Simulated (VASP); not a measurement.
# ReS: single point with PBE

The system is ReS.

```
CELL_PARAMETERS angstrom
0.00000 2.61842 2.61842
2.61842 0.00000 2.61842
2.61842 2.61842 0.00000
ATOMIC_POSITIONS crystal
Re 0.00000 0.00000 0.00000
S 0.25000 0.25000 0.25000
```

```json
{
  "Program": "VASP 6.6.1",
  "Task": "single point",
  "Functional": "PBE",
  "Potentials or basis": "VASP PAW PBE potentials, release 64 (Re_sv_GW, S)",
  "Cutoff": "560 eV",
  "k mesh": "14 × 14 × 14",
  "Occupations": "gaussian, width 0.1 eV",
  "Spin": "no spin polarisation"
}
```

```json
{
 "Pressure": "-0.7 GPa",
 "Band gap on the k mesh": "zero (an odd number of electrons rules out a gap without spin polarisation)"
}
```

Levels at points of the mesh, in eV from the Fermi level:
```csv
k point,band 7,band 8,band 9,band 10,band 11,band 12,band 13,band 14
"(0.00, 0.00, 0.00)",-6.22,-6.22,-1.13,-1.13,1.23,4.78,4.78,4.78
"(0.50, 0.00, 0.00)",-5.73,-5.73,-0.60,-0.60,-0.55,2.33,2.33,3.85
"(0.50, 0.50, 0.00)",-4.74,-4.74,-2.30,-0.76,0.20,0.63,0.63,7.76
```

Wall time 64 s on 1 thread of Intel(R) Xeon(R) Platinum 8259CL CPU @ 2.50GHz (Skylake/Cascade Lake), on a shared host, peak memory 0.23 GiB.

Caveat: spin-orbit coupling is left out, which moves the levels of the heavy elements; an odd number of electrons without spin polarisation forces a metal; a magnetic or distorted state may lie lower.
